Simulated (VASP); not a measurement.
A run of VASP 6.6.1 is set up as follows.

The input INCAR:

```
PREC = Accurate ; ENCUT = 520
EDIFF = 1E-6 ; ISMEAR = 0
SIGMA = 0.05 ; LREAL = Auto
LASPH = True ; NELM = 80
ALGO = Normal ; ISIF = 2
LWAVE = False ; LCHARG = True
LDIPOL = True ; IDIPOL = 3
DIPOL = 0.5 0.5 0.444 ; GGA = PE
IVDW = 12 ; LELF = True
LVHAR = True ; LVACPOTAV = True
NBANDS = 106
```

KPOINTS

```
Automatic mesh
0
Gamma
  3 2 1
```

The input POSCAR:

```
Si3H2N4O
1.0
    5.8226178753      0.0000000000      0.0000000000
    0.0000000000      7.6192383072      0.0000000000
    0.0000000000      0.0000000000     29.1593671956
Si N O H
12 16 4 8
Direct
    0.3750000000      0.5290403540      0.3517807148
    0.8750000000      0.5290403540      0.3517807148
    0.1250000000      0.2098373769      0.3911735053
    0.6250000000      0.2098373769      0.3911735053
    0.1250000000      0.8192029771      0.4043165504
    0.6250000000      0.8192029771      0.4043165504
    0.3724266234      0.1805901095      0.4831714243
    0.8725350255      0.1806159764      0.4833768837
    0.3738849470      0.7893397745      0.4964707616
    0.8743836776      0.7894375292      0.4964356413
    0.1247643395      0.4690057344      0.5355340609
    0.6236235742      0.4684675057      0.5347540285
    0.1250000000      0.0000000000      0.3682795612
    0.6250000000      0.0000000000      0.3682795612
    0.1250000000      0.6350876240      0.3690464983
    0.6250000000      0.6350876240      0.3690464983
    0.3750000000      0.3200857031      0.3758090304
    0.8750000000      0.3200857031      0.3758090304
    0.3750000000      0.8150019209      0.4369468088
    0.8750000000      0.8150019209      0.4369468088
    0.1218308429      0.1891208342      0.4505635634
    0.6224562285      0.1912195856      0.4505317715
    0.1237455172      0.6778113300      0.5122066341
    0.6240746350      0.6788329527      0.5130083930
    0.3735274128      0.3632188369      0.5192722276
    0.8738728926      0.3625539021      0.5202272558
    0.3739377996     -0.0015320836      0.5175452163
    0.8733880526     -0.0017072524      0.5175217633
    0.3609733614      0.5170160518      0.2949357960
    0.8608687546      0.5170985897      0.2949330639
    0.1488743368      0.4838637772      0.5924551143
    0.6306236506      0.4762401682      0.5928562689
    0.5111981209      0.5057566214      0.2802677326
    1.0110506360      0.5057115455      0.2802567709
    0.2299751033      0.9848537310      0.3406231727
    0.7306105969      0.9850213831      0.3407115218
    0.3924592717      0.0178642311      0.5518972573
    0.8525809393      0.0175294744      0.5518799709
    0.0086441097      0.5119194019      0.6090391395
    0.4783696341      0.5057782321      0.6053742756
```

Potentials or basis: VASP PAW PBE potentials, release 64 (Si, N, O, H).

The run is started by

```bash
$ cat potpaw_PBE.64/Si/POTCAR potpaw_PBE.64/N/POTCAR potpaw_PBE.64/O/POTCAR potpaw_PBE.64/H/POTCAR > POTCAR
$ mpirun -np 1 vasp_std > vasp.out
```

Q: Estimate the band gap on the k mesh.

A: 3.77 eV.

Q: What does it give for the dispersion energy per atom?

A: -0.144 eV.

Q: Estimate the largest force.

A: 1.196 eV/Å.

Q: What does it give for the ionisation potential of the upper face?

A: 5.14 eV.

Forces on the atoms (eV/Å):
```
Si  -0.065  0.225  0.555
Si  -0.056  0.219  0.556
Si  -0.018  0.066 -0.020
Si   0.018  0.101 -0.010
Si  -0.063 -0.019 -0.244
Si  -0.053  0.007 -0.235
Si  -0.008  0.301 -0.009
Si   0.008  0.353 -0.031
Si   0.084 -0.268 -0.032
Si  -0.078 -0.321 -0.038
Si   0.001 -0.101  0.093
Si   0.011 -0.111  1.191
N   -0.062  0.084  0.313
N   -0.070  0.087  0.320
N    0.082 -0.387 -0.347
N    0.081 -0.382 -0.338
N   -0.071  0.103 -0.354
N   -0.033  0.113 -0.370
N    0.140 -0.064  0.198
N    0.150 -0.069  0.171
N   -0.008 -0.091 -0.001
N    0.003 -0.071  0.005
N   -0.003  0.155 -0.044
N    0.011  0.290 -0.242
N   -0.119 -0.133 -0.241
N    0.120 -0.140 -0.236
N    0.048  0.009  0.181
N   -0.073  0.032  0.304
O   -0.064  0.001  0.017
O   -0.065  0.002  0.017
O    0.030  0.018 -0.021
O    0.049  0.206 -0.587
H    0.079 -0.008 -0.071
H    0.079 -0.008 -0.071
H   -0.004 -0.001 -0.008
H   -0.003 -0.002 -0.009
H   -0.089  0.000 -0.142
H    0.091 -0.016 -0.200
H   -0.223 -0.030 -0.002
H    0.141 -0.150 -0.015
```
